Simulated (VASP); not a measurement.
# Se in VASP: a series of runs

Runs on Se. Level: PBEsol. Tasks: single point.

All numbers are computed with VASP 6.6.1; they aren't measurements. Logs are shortened: lines on timing, memory, paths and dates and some standing lists are left out, and cuts for length are marked.

## 1. The cell of the first run

It takes space group R-3 (No. 148, trigonal). The conventional cell has a = 11.437 Å, b = 11.437 Å, c = 4.458 Å, α = 90.00°, β = 90.00°, γ = 120.00°. Within 3.1 Å of Se (site symmetry 1) lie 2 Se at 2.37 Å.

## 2. Single point, PBEsol (28.06 Å³/atom)

Input file INCAR:

```
  ALGO = Normal
  EDIFF = 1E-7
  ENCUT = 520
  GGA = PS
  ISIF = 2
  ISMEAR = -1
  LASPH = T
  LCHARG = F
  LREAL = F
  LWAVE = F
  NBANDS = 27
  NELM = 80
  PREC = Accurate
  SIGMA = 0.01
```

Input file KPOINTS:

```
k-points
0
Gamma
  6 6 6
```

Input file POSCAR:

```
Se
1.0
    5.7186234740      3.3016488021      1.4861073048
   -5.7186234740      3.3016488021      1.4861073048
    0.0000000000     -6.6032976042      1.4861073048
Se
6
Direct
    0.2806600000      0.1625100000      0.9181800000
    0.9181800000      0.2806600000      0.1625100000
    0.1625100000      0.9181800000      0.2806600000
    0.7193400000      0.8374900000      0.0818200000
    0.0818200000      0.7193400000      0.8374900000
    0.8374900000      0.0818200000      0.7193400000
```

Potentials or basis: VASP PAW PBE potentials, release 64 (Se).

Launch:

```sh
$ cat potpaw_PBE.64/Se/POTCAR > POTCAR
$ mpirun -np 1 vasp_std > vasp.out
```

OUTCAR:

```text
EDIFF = 1E-7
   ENCUT = 520
   GGA = PS
   ISIF = 2
   ISMEAR = -1
   LASPH = T
   LREAL = F
   NELM = 80
   PREC = Accurate

 ion  position               nearest neighbor table
   1  0.281  0.163  0.918-   5 2.37   6 2.37
   2  0.918  0.281  0.163-   6 2.37   4 2.37
   3  0.163  0.918  0.281-   5 2.37   4 2.37
   4  0.719  0.837  0.082-   2 2.37   3 2.37
   5  0.082  0.719  0.837-   3 2.37   1 2.37
   6  0.837  0.082  0.719-   2 2.37   1 2.37

  LATTYP: Found a trigonal (rhomboedric) cell.
 ALAT       =     6.7684602511
 COS(alpha) =    -0.4276877573

  Lattice vectors:

 A1 = (   5.7186234740,   3.3016488021,   1.4861073048)
 A2 = (  -5.7186234740,   3.3016488021,   1.4861073048)
 A3 = (   0.0000000000,  -6.6032976042,   1.4861073048)

Analysis of symmetry for initial positions (statically):
=====================================================================
 Subroutine PRICEL returns:
 Original cell was already a primitive cell.

 Routine SETGRP: Setting up the symmetry group for a
 trigonal (rhombohedral) supercell.

 Subroutine GETGRP returns: Found  6 space group operations
 (whereof  6 operations were pure point group operations)
 out of a pool of 12 trial point group operations.

The static configuration has the point symmetry S_6 .

Analysis of symmetry for dynamics (positions and initial velocities):
=====================================================================
 Subroutine PRICEL returns:
 Original cell was already a primitive cell.

 Routine SETGRP: Setting up the symmetry group for a
 trigonal (rhombohedral) supercell.

 Subroutine GETGRP returns: Found  6 space group operations
 (whereof  6 operations were pure point group operations)
 out of a pool of 12 trial point group operations.

The dynamic configuration has the point symmetry S_6 .

 Subroutine INISYM returns: Found  6 space group operations
 (whereof  6 operations are pure point group operations),
 and found     1 'primitive' translations

----------------------------------------------------------------------------------------

                                     Primitive cell

  volume of cell :     168.3541

  direct lattice vectors                    reciprocal lattice vectors
     5.718623474  3.301648802  1.486107305     0.087433628  0.050479829  0.224299640
    -5.718623474  3.301648802  1.486107305    -0.087433628  0.050479829  0.224299640
     0.000000000 -6.603297604  1.486107305     0.000000000 -0.100959658  0.224299640

  length of vectors
     6.768460251  6.768460251  6.768460251     0.245973944  0.245973944  0.245973944

  position of ions in fractional coordinates (direct lattice)
     0.280660000  0.162510000  0.918180000
     0.918180000  0.280660000  0.162510000
     0.162510000  0.918180000  0.280660000
     0.719340000  0.837490000  0.081820000
     0.081820000  0.719340000  0.837490000
     0.837490000  0.081820000  0.719340000

  ion indices of the primitive-cell ions
   primitive index   ion index
                 1           1
                 2           2
                 3           3
                 4           4
                 5           5
                 6           6

----------------------------------------------------------------------------------------

 KPOINTS: k-points

Automatic generation of k-mesh.
 Grid dimensions read from file:
 generate k-points for:    6    6    6

 Generating k-lattice:

  Cartesian coordinates                     Fractional coordinates (reciprocal lattice)
     0.014572271  0.008413305  0.037383273     0.166666667  0.000000000  0.000000000
    -0.014572271  0.008413305  0.037383273     0.000000000  0.166666667  0.000000000
     0.000000000 -0.016826610  0.037383273     0.000000000  0.000000000  0.166666667

  Length of vectors
     0.040995657  0.040995657  0.040995657

  Shift w.r.t. Gamma in fractional coordinates (k-lattice)
     0.000000000  0.000000000  0.000000000

 Subroutine IBZKPT returns following result:
 ===========================================

 Found     40 irreducible k-points:

 Following reciprocal coordinates:
            Coordinates               Weight
  0.000000  0.000000  0.000000      1.000000
  0.166667 -0.000000  0.000000      6.000000
  0.333333 -0.000000  0.000000      6.000000
  0.500000 -0.000000  0.000000      3.000000
  0.166667  0.166667  0.000000      6.000000
  0.333333  0.166667  0.000000      6.000000
[... 16 lines left out ...]
  0.333333  0.333333  0.166667      6.000000
  0.500000  0.333333  0.166667      6.000000
 [... further k-points ...]
   k-points           NKPTS =     40   k-points in BZ     NKDIM =     40   number of bands    NBANDS=     27
   number of dos      NEDOS =    301   number of ions     NIONS =      6
   total plane-waves  NPLWV = 125000
   dimension x,y,z NGX =    50 NGY =   50 NGZ =   50
   dimension x,y,z NGXF=   100 NGYF=  100 NGZF=  100
   ions per type =               6
   NGX,Y,Z   is equivalent  to a cutoff of  12.28, 12.28, 12.28 a.u.
   NGXF,Y,Z  is equivalent  to a cutoff of  24.56, 24.56, 24.56 a.u.
 SYSTEM =  unknown system
   PREC   = accura    normal or accurate (medium, high low for compatibility)
   ISTART =      0    job   : 0-new  1-cont  2-samecut
   ICHARG =      2    charge: 1-file 2-atom 10-const
   ISPIN  =      1    spin polarized calculation?
   LNONCOLLINEAR =      F non collinear calculations
   LSORBIT =      F    spin-orbit coupling
   LASPH  =      T    aspherical Exc in radial PAW
   ENCUT  =  520.0 eV  38.22 Ry    6.18 a.u.  12.58 12.58 12.58*2*pi/ulx,y,z
   NELM   =     80;   NELMIN=  2; NELMDL= -5     # of ELM steps
   EDIFF  = 0.1E-06   stopping-criterion for ELM
   LREAL  =      F    real-space projection
   EDIFFG = 0.1E-05   stopping-criterion for IOM
   NSW    =      0    number of steps for IOM
   IBRION =     -1    ionic relax: 0-MD 1-quasi-New 2-CG
   NFREE  =      0    steps in history (QN), initial steepest desc. (CG)
   ISIF   =      2    stress and relaxation
   ISYM   =      2    0-nonsym 1-usesym 2-fastsym
   POTIM  = 0.5000    time-step for ionic-motion
   TEBEG  =    0.0;   TEEND  =   0.0 temperature during run
   PSTRESS=    0.0 pullay stress
   NELECT =      36.0000    total number of electrons
   NUPDOWN=      -1.0000    fix difference up-down
   EMIN   =  10.00;   EMAX   =-10.00  energy-range for DOS
   EFERMI =   0.00;   METHOD = LEGACY
   ISMEAR =    -1;   SIGMA  =   0.01  broadening in eV -4-tet -1-fermi 0-gaus
   EFERMI_NEDOS =   21; number of points for ismear=-14 and -15
   IALGO  =     38    algorithm
   IMIX   =      4    mixing-type and parameters
     AMIX     =   0.40;   BMIX     =  1.00
     AMIX_MAG =   1.60;   BMIX_MAG =  1.00
  volume/ion in A,a.u.               =      28.06       189.35
  Fermi-wavevector in a.u.,A,eV,Ry     =   0.978966  1.849978 13.039483  0.958375
  Thomas-Fermi vector in A             =   2.109783
   LORBIT       =      0    0 simple, 1 ext, 2 COOP (PROOUT), +10 PAW based schemes
   GGA     = PS    functional components
   LHFCALC =     F    Hartree Fock is set to
   AEXX    =    0.0000 exact exchange contribution
   IVDW    =     0    specifies the selected vdW correction
   LEPSILON=     F    determine dielectric tensor
   LRPA    =     F    only Hartree local field effects (RPA)
 non-spin polarized calculation
  energy-cutoff  :      520.00
  volume of cell :      168.35
 maximum number of plane-waves:      4577
   NGX = 25   NGY = 25   NGZ = 25

 number of electron      35.9999999 magnetization

 Free energy of the ion-electron system (eV)
  ---------------------------------------------------
  ext. energy  EPLUGINS =         0.00000000
  ---------------------------------------------------
  free energy    TOTEN  =       -22.71583705 eV

  energy without entropy =      -22.71583705  energy(sigma->0) =      -22.71583705

 E-fermi :   2.3361     XC(G=0):  -8.8996

 val. band max:        2.0920247033   @ k =   0.5000   0.5000   0.5000
 cond. band min:       3.1846950891   @ k =  -0.1667   0.1667   0.1667
 fundamental gap:      1.0926703858
 Fermi energy:         2.3361339872

 k-point     1 :       0.0000    0.0000    0.0000
  band No.  band energies     occupation
      1     -13.5820      2.00000
      2     -11.9010      2.00000
      3     -11.9010      2.00000
      4      -9.7050      2.00000
      5      -9.7050      2.00000
      6      -8.0720      2.00000
[... 19 lines left out ...]
     26       8.5096      0.00000
     27       8.5096      0.00000

 k-point     2 :       0.1667   -0.0000    0.0000
  band No.  band energies     occupation
      1     -13.5101      2.00000
      2     -11.9502      2.00000
      3     -11.9076      2.00000
      4      -9.7110      2.00000
      5      -9.6190      2.00000
      6      -8.1015      2.00000
[... 19 lines left out ...]
     26       8.4601      0.00000
     27       8.7776      0.00000

 k-point     3 :       0.3333   -0.0000    0.0000
  band No.  band energies     occupation
      1     -13.3477      2.00000
      2     -12.0588      2.00000
      3     -11.9218      2.00000
      4      -9.7210      2.00000
      5      -9.4421      2.00000
      6      -8.1954      2.00000
[... 19 lines left out ...]
     26       8.6200      0.00000
     27       9.1519      0.00000

 k-point     4 :       0.5000   -0.0000    0.0000
  band No.  band energies     occupation
      1     -13.2529      2.00000
      2     -12.1226      2.00000
      3     -11.9295      2.00000
      4      -9.7251      2.00000
      5      -9.3488      2.00000
      6      -8.2605      2.00000
[... 19 lines left out ...]
     26       9.1326      0.00000
     27       9.8306      0.00000
[... 516 lines left out ...]
      4      -9.7359      2.00000
      5      -9.5825      2.00000
      6      -7.9912      2.00000
[... 19 lines left out ...]
     26       8.4667      0.00000
     27       8.8513      0.00000

 k-point    23 :       0.3333    0.3333    0.1667
  band No.  band energies     occupation
      1     -13.2150      2.00000
      2     -12.3277      2.00000
      3     -12.1568      2.00000
      4      -9.6091      2.00000
      5      -9.3773      2.00000
      6      -7.9971      2.00000
[... 19 lines left out ...]
     26       8.0357      0.00000
     27       8.2601      0.00000

 k-point    24 :       0.5000    0.3333    0.1667
  band No.  band energies     occupation
      1     -13.2642      2.00000
      2     -12.3668      2.00000
      3     -12.1152      2.00000
      4      -9.7404      2.00000
      5      -9.3960      2.00000
      6      -7.7829      2.00000
[... 19 lines left out ...]
     26       8.0494      0.00000
     27       8.6003      0.00000

 [... further k-points ...]
[... 5 lines left out ...]
  --------------------------------------------------------------------------------------
  -------------------------------------------------------------------------------------
  Total       -1.0472652     -1.0472652     -0.2736531      0.0000006     -0.0000000      0.0000000
  in kB       -9.9665176     -9.9665176     -2.6042773      0.0000055     -0.0000000      0.0000000
  external PRESSURE =      -7.5124375 kB  Pullay stress =       0.0000000 kB

 VOLUME and BASIS-vectors are now :
 -----------------------------------------------------------------------------
  energy-cutoff  :      520.00
  volume of cell :      168.35
      direct lattice vectors                 reciprocal lattice vectors
     5.718623474  3.301648802  1.486107305     0.087433628  0.050479829  0.224299640
    -5.718623474  3.301648802  1.486107305    -0.087433628  0.050479829  0.224299640
     0.000000000 -6.603297604  1.486107305     0.000000000 -0.100959658  0.224299640

 POSITION                                       TOTAL-FORCE (eV/Angst)
 -----------------------------------------------------------------------------------
      0.67566     -4.59982      2.02311         0.108713      0.138456      0.044030
      3.64574      2.88505      2.02311        -0.174263      0.024920      0.044030
     -4.32139      1.71478      2.02311         0.065550     -0.163376      0.044030
     -0.67566      4.59982      2.43521        -0.108713     -0.138456     -0.044030
     -3.64574     -2.88505      2.43521         0.174263     -0.024920     -0.044030
      4.32139     -1.71478      2.43521        -0.065550      0.163376     -0.044030
 -----------------------------------------------------------------------------------
    total drift:                                0.000000     -0.000000     -0.000000

  FREE ENERGIE OF THE ION-ELECTRON SYSTEM (eV)
  ---------------------------------------------------
  free  energy   TOTEN  =       -22.7158370519 eV

  energy  without entropy=      -22.7158370519  energy(sigma->0) =      -22.71583705
```

It took 1.9 min on 1 thread of Intel Xeon 6975P-C (Granite Rapids), shared host; peak memory 0.4 GiB.

What came out:

* Free energy: -22.7158 eV
* Pressure: -0.8 GPa
* Largest force: 0.181 eV/Å
* Band gap on the k mesh: 1.09 eV (least direct gap 1.35 eV)

Forces in eV/Å, atoms in the order of the input:
```
Se   0.109  0.138  0.044
Se  -0.174  0.025  0.044
Se   0.066 -0.163  0.044
Se  -0.109 -0.138 -0.044
Se   0.174 -0.025 -0.044
Se  -0.066  0.163 -0.044
```

Caveat: this functional lacks dispersion, which holds the molecules together, so the pressure and a relaxed volume are unreliable; the PAW data sets were made with another functional, which shifts forces and pressure a little. A k mesh can miss the band edges.

## 3. Single point, PBEsol (equal xy, yz and zx shear strains of +1 %)

Input file INCAR:

```
SYSTEM = Se
PREC = Accurate ; ENCUT = 520
EDIFF = 1E-6 ; ISMEAR = -1
SIGMA = 0.01 ; LREAL = .FALSE.
LASPH = .TRUE. ; NELM = 100
ALGO = Normal ; ISIF = 2
LWAVE = .FALSE. ; LCHARG = .TRUE.
GGA = PS ; LELF = .TRUE.
LVHAR = .TRUE. ; NBANDS = 27
```

Input file KPOINTS:

```
regular mesh
0
G
  6 6 6
  0 0 0
```

Changes to POSCAR since step 2:

```diff
@@ -2,5 +2,5 @@
 1.0
-    5.7186234740      3.3016488021      1.4861073048
-   -5.7186234740      3.3016488021      1.4861073048
-    0.0000000000     -6.6032976042      1.4861073048
+    5.7047811459      3.3157134488      1.5211346333
+   -5.6572185779      3.2589034502      1.4643246347
+   -0.0254176180     -6.5524719491      1.4435307320
 Se
```

Potentials or basis: VASP PAW PBE potentials, release 64 (Se).

Launch:

```sh
$ cat potpaw_PBE.64/Se/POTCAR > POTCAR
$ mpirun -np 1 vasp_std > vasp.out
```

It took 8.1 min on 1 thread of Intel Xeon Platinum 8259CL at 2.50GHz (Skylake/Cascade Lake), shared host; peak memory 0.56 GiB.

The run converged. Its results:

* Free energy: -22.7157 eV
* Pressure: 0.3 GPa
* Largest force: 0.471 eV/Å
* Band gap on the k mesh: 1.09 eV (least direct gap 1.33 eV)

Forces in eV/Å, atoms in the order of the input:
```
Se  -0.012  0.294  0.182
Se  -0.397 -0.002  0.254
Se   0.070 -0.363  0.187
Se   0.012 -0.294 -0.182
Se   0.397  0.002 -0.254
Se  -0.070  0.363 -0.187
```

Stress tensor (GPa, compression positive):
```
-0.01 -0.37 -0.44
-0.37  0.56 -0.15
-0.44 -0.15  0.39
```

Levels at points of the mesh, in eV from the valence-band top:
| k point | band 16 | band 17 | band 18 | band 19 | band 20 | band 21 |
| --- | --- | --- | --- | --- | --- | --- |
| (0.00, 0.00, 0.00) | -0.80 | -0.72 | -0.68 | 1.62 | 1.77 | 2.50 |
| (0.50, 0.00, 0.00) | -0.95 | -0.37 | -0.33 | 1.68 | 1.82 | 2.59 |
| (0.00, 0.50, 0.00) | -0.94 | -0.39 | -0.35 | 1.53 | 1.80 | 2.59 |
| (0.50, 0.50, 0.00) | -1.19 | -0.90 | -0.41 | 1.42 | 1.68 | 2.15 |
| (0.00, 0.00, 0.50) | -0.94 | -0.42 | -0.39 | 1.70 | 1.81 | 2.48 |
| (0.50, 0.00, 0.50) | -1.22 | -0.90 | -0.38 | 1.38 | 1.71 | 2.27 |
| (0.00, 0.50, 0.50) | -1.17 | -0.96 | -0.38 | 1.38 | 1.60 | 2.26 |
| (0.50, 0.50, 0.50) | -1.36 | -1.30 | 0.00 | 1.33 | 1.41 | 1.81 |

Caveat: the cell differs from its parent crystal (equal xy, yz and zx shear strains of +1 %); this functional lacks dispersion, which holds the molecules together, so the pressure and a relaxed volume are unreliable; the PAW data sets were made with another functional, which shifts forces and pressure a little. A k mesh can miss the band edges.

## 4. Single point, PBEsol (29.16 Å³/atom)

This run uses another cell than the first one, of 29.16 Å³/atom.

Input file INCAR:

```
ALGO     = Normal         # electronic algorithm
EDIFF    = 1E-6           # SCF threshold, eV
ENCUT    = 520            # plane-wave cutoff, eV
GGA      = PS             # functional
ISIF     = 2              # what is computed and relaxed
ISMEAR   = -1             # smearing method
LASPH    = T              # aspherical terms in the spheres
LCHARG   = F              # write CHGCAR
LREAL    = F              # projectors in reciprocal space
LWAVE    = F              # write WAVECAR
NBANDS   = 27             # bands
NELM     = 80             # most SCF steps
PREC     = Accurate       # precision mode
SIGMA    = 0.01           # smearing width, eV
```

Input file KPOINTS:

```
k-points
0
Gamma
  6 6 6
```

Changes to POSCAR since step 3:

```diff
@@ -2,5 +2,5 @@
 1.0
-    5.7047811459      3.3157134488      1.5211346333
-   -5.6572185779      3.2589034502      1.4643246347
-   -0.0254176180     -6.5524719491      1.4435307320
+    5.7924203034      3.3442554214      1.5052849981
+   -5.7924203034      3.3442554214      1.5052849981
+    0.0000000000     -6.6885108429      1.5052849981
 Se
```

Launch:

```sh
$ cat potpaw_PBE.64/Se/POTCAR > POTCAR
$ mpirun -np 1 vasp_std > vasp.out
```

It took 3.2 min on 1 thread of Intel Xeon Platinum 8559C (Emerald Rapids), shared host; peak memory 0.45 GiB.

The run converged. Its results:

- Free energy: -22.6470 eV
- Pressure: -2.5 GPa
- Largest force: 0.283 eV/Å
- Band gap on the k mesh: 1.03 eV (least direct gap 1.29 eV)

Forces in eV/Å, atoms in the order of the input:
```
Se   0.027 -0.138 -0.246
Se   0.106  0.092 -0.246
Se  -0.133  0.045 -0.246
Se  -0.027  0.138  0.246
Se  -0.106 -0.092  0.246
Se   0.133 -0.045  0.246
```

Stress tensor (GPa, compression positive):
```
-3.13  0.00  0.00
 0.00 -3.13  0.00
 0.00  0.00 -1.35
```

Levels at points of the mesh, in eV from the valence-band top:
```csv
k point,band 15,band 16,band 17,band 18,band 19,band 20,band 21,band 22
"(0.00, 0.00, 0.00)",-0.75,-0.75,-0.64,-0.64,1.56,1.56,2.32,2.61
"(0.50, 0.00, 0.00)",-1.21,-0.90,-0.35,-0.35,1.53,1.70,2.39,2.81
"(0.50, 0.50, 0.00)",-1.31,-1.09,-0.84,-0.38,1.29,1.58,2.11,2.75
"(0.50, 0.50, 0.50)",-1.48,-1.23,-1.23,0.00,1.29,1.29,1.78,3.33
```

Caveat: this functional lacks dispersion, which holds the molecules together, so the pressure and a relaxed volume are unreliable; the PAW data sets were made with another functional, which shifts forces and pressure a little. A k mesh can miss the band edges.

## 5. Summary

```csv
cell,gap on the mesh (eV),pressure (GPa),largest force (eV/Å)
"a = 6.768 Å, angles 115.3°, 6 atoms",1.09,-0.8,0.18
"a = 6.771, b = 6.691, c = 6.710 Å, angles 115.2, 115.7, 115.1°, 6 atoms",1.09,0.3,0.47
"a = 6.856 Å, angles 115.3°, 6 atoms",1.03,-2.5,0.28
```

Alike in all rows: task single point; level PBEsol; potentials or basis VASP PAW PBE potentials, release 64 (Se); no spin polarisation; k mesh 6 × 6 × 6; cutoff (eV) 520; smearing fermi-dirac 0.01 eV.

Caveats: this functional lacks dispersion, which holds the molecules together, so the pressure and a relaxed volume are unreliable; the PAW data sets were made with another functional, which shifts forces and pressure a little.

Total energies depend on the potentials used, so only differences within one code and one set of settings carry meaning.
